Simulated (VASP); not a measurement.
Runs of VASP 6.6.1 on Sn2Sb2Te. The structure is that of space group P6/mmm (No. 191), or close to it. The cells are those of the table. The cell was generated, and may not be a known phase.

```tsv
task	cell	k mesh	cutoff (eV)	gap on the mesh (eV)	pressure (GPa)	relaxed volume (Å³/atom)
relaxation of cell and atoms	relaxed from a = 5.529, b = 5.529, c = 6.305 Å, angles 90.0, 90.0, 120.0°, 5 atoms	6 × 6 × 4	600	none	0.0	(a)
relaxation of cell and atoms	relaxed from a = 5.821, b = 5.821, c = 5.263 Å, angles 90.0, 90.0, 120.0°, 5 atoms	3 × 3 × 4	600	none	0.0	33.44
single point	a = 5.529, b = 5.529, c = 6.305 Å, angles 90.0, 90.0, 120.0°, 5 atoms	3 × 3 × 4	520	none	0.0	-
single point	a = 5.821, b = 5.821, c = 5.263 Å, angles 90.0, 90.0, 120.0°, 5 atoms	3 × 3 × 4	520	none	7.1	-
single point	a = 5.482, b = 5.482, c = 6.261 Å, angles 90.0, 90.0, 120.0°, 5 atoms	6 × 6 × 4	520	none	0.2	-
single point	a = 5.501, b = 5.501, c = 6.221 Å, angles 90.0, 90.0, 120.0°, 5 atoms	12 × 12 × 6	520	none	0.0	-
```

Alike in all rows: level PBE; potentials or basis VASP PAW PBE potentials, release 64 (Sn_d, Sb, Te); no spin polarisation; smearing gaussian 0.1 eV.

**Question.** Fill in the values left out.

**Answer.** (a) 32.78.

Caveats: some runs use coarse meshes; spin-orbit coupling is left out, which moves the levels of the heavy elements; a cell axis changed by over 15 % at a fixed basis, so the end point is rough (at least some runs).

A k mesh can miss the band edges, and the runs leave out spin-orbit coupling on Sb, Sn, Te.

A gap of «none» marks levels without a gap at the run's occupations.
